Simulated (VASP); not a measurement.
A run of VASP 6.6.1 is set up as follows.

The input INCAR:

```
ALGO = Normal
DIPOL = 0.5 0.5 0.347
EDIFF = 1E-6
ENCUT = 520
GGA = PE
IDIPOL = 3
ISIF = 2
ISMEAR = 0
LASPH = True
LCHARG = True
LDIPOL = True
LELF = True
LREAL = False
LVACPOTAV = True
LVHAR = True
LWAVE = False
NBANDS = 16
NELM = 60
PREC = Accurate
SIGMA = 0.1
```

File KPOINTS:

```
k-points
0
Gamma
  9 9 1
```

Contents of POSCAR:

```
Al3O
1.0
    2.8567582918      0.0000000000      0.0000000000
    0.0000000000      2.8567582918      0.0000000000
    0.0000000000      0.0000000000     19.6746954317
Al O
3 1
Direct
    0.5000000000      0.5000000000      0.2033068321
    0.0000000000      0.0000000000      0.3092728609
    0.5000000000      0.5000000000      0.4154928578
    0.8333333333      0.8333333333      0.4611834084
```

Potentials or basis: VASP PAW PBE potentials, release 64 (Al, O).

Command:

```bash
$ cat potpaw_PBE.64/Al/POTCAR potpaw_PBE.64/O/POTCAR > POTCAR
$ mpirun -np 1 vasp_std > vasp.out
```

Problem. Estimate the largest force.

Solution. 3.923 eV/Å.

Forces in eV/Å, atoms in the order of the input:
```
Al   0.027  0.027 -0.189
Al   0.157  0.157 -0.158
Al  -2.766 -2.766  0.296
O    2.581  2.581  0.051
```

Caveat: an odd number of electrons without spin polarisation forces a metal; a magnetic or distorted state may lie lower.
